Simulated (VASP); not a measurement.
# BN: elastic constants with LDA

BN:

```xyz
4
Lattice="2.4982 0.0000 0.0000 -1.2491 2.1635 0.0000 0.0000 0.0000 6.6357" Properties=species:S:1:pos:R:3 pbc="T T T"
N     1.2491    0.7212    1.6589
N     0.0000    1.4424    4.9768
B     1.2491    0.7212    4.9768
B     0.0000    1.4424    1.6589
```

```yaml
Program: VASP 6.6.1
Task: elastic constants
Functional: LDA
Potentials_or_basis: VASP PAW LDA potentials, release 64 (N, B)
Cutoff: 600 eV
k_mesh: 9 × 9 × 3
Occupations: gaussian, width 0.01 eV
Spin: no spin polarisation
Dipole_correction: no
Ions_in_elastic_constants: relaxed
Further_INCAR_settings: ALGO = Normal; EDIFF = 1e-08; NBANDS = 16; IBRION = 6; POTIM = 0.015; NSW = 1; ISIF = 3
```

The voigt bulk modulus is 244 GPa and the highest phonon frequency at Γ, LO-TO splitting left out is 1363 cm⁻¹.

Phonon frequencies in cm⁻¹ (negative: imaginary):
```
              q point                                 frequencies
(0.000, 0.000, 0.000)  0 0 0 45 45 96 760 813 1363 1363 1363 1363
```

Elastic tensor in Voigt notation (GPa, in the Cartesian axes of the cell as first typed):
```
882 204   1   0   0   0
204 882   1   0   0   0
  1   1  20   0   0   0
  0   0   0   6   0   0
  0   0   0   0   6   0
  0   0   0   0   0 339
```

Clamped-ion elastic tensor (GPa):
```
918 168   1   0   0   0
168 918   1   0   0   0
  1   1  20   0   0   0
  0   0   0   6   0   0
  0   0   0   0   6   0
  0   0   0   0   0 375
```

It took 7.6 min on 1 thread of Intel(R) Xeon(R) Platinum 8488C (Sapphire Rapids), on a shared host, peak memory 0.22 GiB.

Caveat: the cell is under stress, which shifts elastic constants.
